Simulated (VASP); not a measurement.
# Co (Pm-3m) in VASP: notebook

Co is run at these levels: LDA; tasks: single point, relaxation of cell and atoms.

All numbers are computed with VASP 6.6.1; they aren't measurements. Logs are shortened: lines on timing, memory, paths and dates and some standing lists are left out, and cuts for length are marked.

## (1) The cell of the first run

Symmetry: Pm-3m, No. 221, cubic system. Conventional cell: a = 2.217 Å, b = 2.217 Å, c = 2.217 Å, α = 90.00°, β = 90.00°, γ = 90.00°. Co (site symmetry m-3m) has 6 Co at 2.22 Å within 2.9 Å.

## (2) Single point, LDA, collinear spin, ferromagnetic start (volume scaled by 0.95)

File INCAR:

```
ALGO = Normal ; EDIFF = 1E-7
ENCUT = 520 ; ISIF = 2
ISMEAR = -1 ; ISPIN = 2
LASPH = T ; LCHARG = F
LMAXMIX = 4 ; LORBIT = 11
LREAL = F ; LWAVE = F
MAGMOM = 1.7 ; NBANDS = 14
NELM = 150 ; PREC = Accurate
SIGMA = 0.05
```

File KPOINTS:

```
k-points
0
Gamma
  17 17 17
```

File POSCAR:

```
Co
1.0
    2.2171921304      0.0000000000      0.0000000000
    0.0000000000      2.2171921304      0.0000000000
    0.0000000000      0.0000000000      2.2171921304
Co
1
Direct
    0.0000000000      0.0000000000      0.0000000000
```

Potentials or basis: VASP PAW LDA potentials, release 64 (Co).

Command:

```bash
> cat potpaw_LDA.64/Co/POTCAR > POTCAR
> mpirun -np 1 vasp_std > vasp.out
```

OUTCAR:

```text
EDIFF = 1E-7
   ENCUT = 520
   ISIF = 2
   ISMEAR = -1
   ISPIN = 2
   LASPH = T
   LORBIT = 11
   LREAL = F
   NELM = 150
   PREC = Accurate

 ion  position               nearest neighbor table
   1  0.000  0.000  0.000-

  LATTYP: Found a simple cubic cell.
 ALAT       =     2.2171921304

  Lattice vectors:

 A1 = (   2.2171921304,   0.0000000000,   0.0000000000)
 A2 = (   0.0000000000,   2.2171921304,   0.0000000000)
 A3 = (   0.0000000000,   0.0000000000,   2.2171921304)

Analysis of symmetry for initial positions (statically):
=====================================================================
 Subroutine PRICEL returns:
 Original cell was already a primitive cell.

 Routine SETGRP: Setting up the symmetry group for a
 simple cubic supercell.

 Subroutine GETGRP returns: Found 48 space group operations
 (whereof 48 operations were pure point group operations)
 out of a pool of 48 trial point group operations.

The static configuration has the point symmetry O_h .

Analysis of symmetry for dynamics (positions and initial velocities):
=====================================================================
 Subroutine PRICEL returns:
 Original cell was already a primitive cell.

 Routine SETGRP: Setting up the symmetry group for a
 simple cubic supercell.

 Subroutine GETGRP returns: Found 48 space group operations
 (whereof 48 operations were pure point group operations)
 out of a pool of 48 trial point group operations.

The dynamic configuration has the point symmetry O_h .

Analysis of structural, dynamic, and magnetic symmetry:
=====================================================================
 Subroutine PRICEL returns:
 Original cell was already a primitive cell.

 Routine SETGRP: Setting up the symmetry group for a
 simple cubic supercell.

 Subroutine GETGRP returns: Found 48 space group operations
 (whereof 48 operations were pure point group operations)
 out of a pool of 48 trial point group operations.

The overall configuration has the point symmetry O_h .

 Subroutine INISYM returns: Found 48 space group operations
 (whereof 48 operations are pure point group operations),
 and found     1 'primitive' translations

----------------------------------------------------------------------------------------

                                     Primitive cell

  volume of cell :      10.8996

  direct lattice vectors                    reciprocal lattice vectors
     2.217192130  0.000000000  0.000000000     0.451020904  0.000000000  0.000000000
     0.000000000  2.217192130  0.000000000     0.000000000  0.451020904  0.000000000
     0.000000000  0.000000000  2.217192130     0.000000000  0.000000000  0.451020904

  length of vectors
[... 115 lines left out ...]
   NGX =  9   NGY =  9   NGZ =  9

 number of electron       9.0000014 magnetization       1.4211024

 Free energy of the ion-electron system (eV)
  ---------------------------------------------------
  ext. energy  EPLUGINS =         0.00000000
  ---------------------------------------------------
  free energy    TOTEN  =        -7.25584165 eV

  energy without entropy =       -7.24457131  energy(sigma->0) =       -7.25020648

 E-fermi :  10.1129     XC(G=0): -13.6004

 val. band max:       10.1114371936   @ k =   0.4706   0.3529   0.2941
 cond. band min:      10.1130443007   @ k =   0.2941   0.2353   0.1765
 fundamental gap:      0.0016071071
 Fermi energy:        10.1128932913

 spin component 1

 k-point     1 :       0.0000    0.0000    0.0000
  band No.  band energies     occupation
      1       1.0955      1.00000
      2       5.3939      1.00000
      3       5.3939      1.00000
      4       9.7550      0.99922
      5       9.7550      0.99922
      6       9.7550      0.99922
      7      31.1221      0.00000
      8      31.1221      0.00000
      9      31.1221      0.00000
     10      35.5039      0.00000
     11      35.5039      0.00000
     12      40.4920      0.00000
     13      47.6344      0.00000
     14      53.4948      0.00000
[... 379 lines left out ...]
      3       6.9406      1.00000
      4       8.3380      1.00000
      5       9.7028      0.99973
      6      10.0445      0.79701
      7      15.1597      0.00000
      8      32.7465      0.00000
      9      36.0497      0.00000
     10      37.4592      0.00000
     11      39.9079      0.00000
     12      42.2348      0.00000
     13      44.7681      0.00000
     14      46.0481      0.00000

 [... further k-points ...]

 spin component 2

 k-point     1 :       0.0000    0.0000    0.0000
  band No.  band energies     occupation
      1       1.3377      1.00000
      2       6.3840      1.00000
      3       6.3840      1.00000
      4      11.3331      0.00000
      5      11.3331      0.00000
      6      11.3331      0.00000
      7      31.4573      0.00000
      8      31.4573      0.00000
      9      31.4573      0.00000
     10      35.9502      0.00000
     11      35.9502      0.00000
     12      40.7633      0.00000
     13      50.5886      0.00000
     14      53.8309      0.00000
[... 379 lines left out ...]
      3       7.7951      1.00000
      4       9.7949      0.99827
      5      10.8650      0.00000
      6      11.2760      0.00000
      7      16.0236      0.00000
      8      33.0369      0.00000
      9      36.5112      0.00000
     10      37.6676      0.00000
     11      40.3572      0.00000
     12      42.6220      0.00000
     13      45.3173      0.00000
     14      46.3781      0.00000

 [... further k-points ...]
[... 5 lines left out ...]
  --------------------------------------------------------------------------------------
  -------------------------------------------------------------------------------------
  Total        0.6426568      0.6426568      0.6426568     -0.0000000      0.0000000      0.0000000
  in kB       94.4669137     94.4669137     94.4669137     -0.0000000      0.0000000      0.0000000
  external PRESSURE =      94.4669137 kB  Pullay stress =       0.0000000 kB

 VOLUME and BASIS-vectors are now :
 -----------------------------------------------------------------------------
  energy-cutoff  :      520.00
  volume of cell :       10.90
      direct lattice vectors                 reciprocal lattice vectors
     2.217192130  0.000000000  0.000000000     0.451020904  0.000000000  0.000000000
     0.000000000  2.217192130  0.000000000     0.000000000  0.451020904  0.000000000
     0.000000000  0.000000000  2.217192130     0.000000000  0.000000000  0.451020904

 POSITION                                       TOTAL-FORCE (eV/Angst)
 -----------------------------------------------------------------------------------
      0.00000      0.00000      0.00000         0.000000      0.000000      0.000000
 -----------------------------------------------------------------------------------
    total drift:                               -0.000000      0.000000      0.000000

  FREE ENERGIE OF THE ION-ELECTRON SYSTEM (eV)
  ---------------------------------------------------
  free  energy   TOTEN  =        -7.2558416513 eV

  energy  without entropy=       -7.2445713092  energy(sigma->0) =       -7.25020648

 total charge

# of ion       s       p       d       tot
------------------------------------------
    1        0.551   0.501   7.422   8.473

 magnetization (x)

# of ion       s       p       d       tot
------------------------------------------
    1        0.007   0.003   1.399   1.409
```

stdout:

```text
POSCAR found type information on POSCAR Co
 POSCAR found :  1 types and       1 ions
 scaLAPACK will be used
 LDA part: xc-table for (Slater(with rela. corr.)+CA(PZ))
 , standard interpolation
 POSCAR, INCAR and KPOINTS ok, starting setup
 FFT: planning ... GRIDC
 FFT: planning ... GRID_SOFT
 FFT: planning ... GRID
 WAVECAR not read
 entering main loop
```

Wall time 25 s (1 thread of Intel Xeon Platinum 8259CL at 2.50GHz (Skylake/Cascade Lake), shared host); peak memory 0.14 GiB.

Results:

* Free energy: -7.2558 eV
* Pressure: 9.4 GPa
* Net moment: 1.42 μB per cell
* Site moments: Co +1.41 μB
* Valence electrons inside the program's atomic spheres: Co 8.47

Caveat: the cell differs from its parent crystal (volume scaled by 0.95).

## (3) Single point, LDA, collinear spin, ferromagnetic start (volume scaled by 0.95)

File INCAR:

```
SYSTEM = Co
PREC = Accurate
ENCUT = 520
EDIFF = 1E-6
ISMEAR = -1
SIGMA = 0.05
LREAL = .False.
LASPH = .True.
NELM = 150
ALGO = Normal
ISIF = 2
LWAVE = .False.
LCHARG = .False.
ISPIN = 2
MAGMOM = 1.7
LORBIT = 11
LMAXMIX = 4
NBANDS = 14
```

File KPOINTS:

```
Automatic mesh
0
Gamma
  17 17 17
  0 0 0
```

POSCAR is that of step 2.

Potentials or basis: VASP PAW LDA potentials, release 64 (Co).

Command:

```bash
> cat potpaw_LDA.64/Co/POTCAR > POTCAR
> mpirun -np 1 vasp_std > vasp.out
```

Wall time 25 s (1 thread of Intel Xeon Platinum 8259CL at 2.50GHz (Skylake/Cascade Lake), shared host); peak memory 0.14 GiB.

Results (log left out):

| Property | Result |
| --- | --- |
| Free energy | -7.2558 eV |
| Pressure | 9.5 GPa |
| Net moment | 1.42 μB per cell |
| Site moments | Co +1.41 μB |
| Valence electrons inside the program's atomic spheres | Co 8.47 |

Levels at points of the mesh, in eV from the Fermi level:
Spin up:
```
           k point  band 2  band 3  band 4  band 5  band 6  band 7  band 8  band 9
(0.00, 0.00, 0.00)   -4.72   -4.72   -0.36   -0.36   -0.36   21.01   21.01   21.01
```
Spin down:
```csv
k point,band 2,band 3,band 4,band 5,band 6,band 7
"(0.00, 0.00, 0.00)",-3.73,-3.73,1.22,1.22,1.22,21.34
```

Caveat: the cell differs from its parent crystal (volume scaled by 0.95).

## (4) Single point, LDA, collinear spin, ferromagnetic start

This run uses another cell than the first one, of 11.47 Å³/atom, 1.053 times its volume.

File INCAR:

```
ALGO     = Normal         # electronic algorithm
EDIFF    = 1E-6           # SCF threshold, eV
ENCUT    = 520            # plane-wave cutoff, eV
ISIF     = 2              # what is computed and relaxed
ISMEAR   = -1             # smearing method
ISPIN    = 2              # spin polarisation
LASPH    = T              # aspherical terms in the spheres
LCHARG   = F              # write CHGCAR
LMAXMIX  = 4              # l up to which the mixer works
LORBIT   = 11             # projections on sites
LREAL    = F              # projectors in reciprocal space
LWAVE    = F              # write WAVECAR
MAGMOM   = 1.7            # initial moments
NBANDS   = 14             # bands
NELM     = 150            # most SCF steps
PREC     = Accurate       # precision mode
SIGMA    = 0.05           # smearing width, eV
```

File KPOINTS:

```
k-points
0
Gamma
  17 17 17
```

File POSCAR:

```
Co
1.0
    2.2554270947      0.0000000000      0.0000000000
    0.0000000000      2.2554270947      0.0000000000
    0.0000000000      0.0000000000      2.2554270947
Co
1
Direct
    0.0000000000      0.0000000000      0.0000000000
```

Command:

```bash
> cat potpaw_LDA.64/Co/POTCAR > POTCAR
> mpirun -np 1 vasp_std > vasp.out
```

Wall time 46 s (1 thread of Intel Xeon Platinum 8259CL at 2.50GHz (Skylake/Cascade Lake), shared host); peak memory 0.15 GiB.

Results (log left out):

| Item | Value |
| --- | --- |
| Free energy | -7.2688 eV |
| Pressure | -1.7 GPa |
| Net moment | 1.47 μB per cell |
| Site moments | Co +1.46 μB |
| Valence electrons inside the program's atomic spheres | Co 8.37 |

Levels at points of the mesh, in eV from the Fermi level:
Spin up:
```csv
k point,band 1,band 2,band 3,band 4,band 5,band 6,band 7,band 8,band 9,band 10
"(0.00, 0.00, 0.00)",-8.71,-4.49,-4.49,-0.47,-0.47,-0.47,20.33,20.33,20.33,24.55
```
Spin down:
| k point | band 2 | band 3 | band 4 | band 5 | band 6 | band 7 |
| --- | --- | --- | --- | --- | --- | --- |
| (0.00, 0.00, 0.00) | -3.46 | -3.46 | 1.15 | 1.15 | 1.15 | 20.66 |

(Part 1 of 2 ends here.)
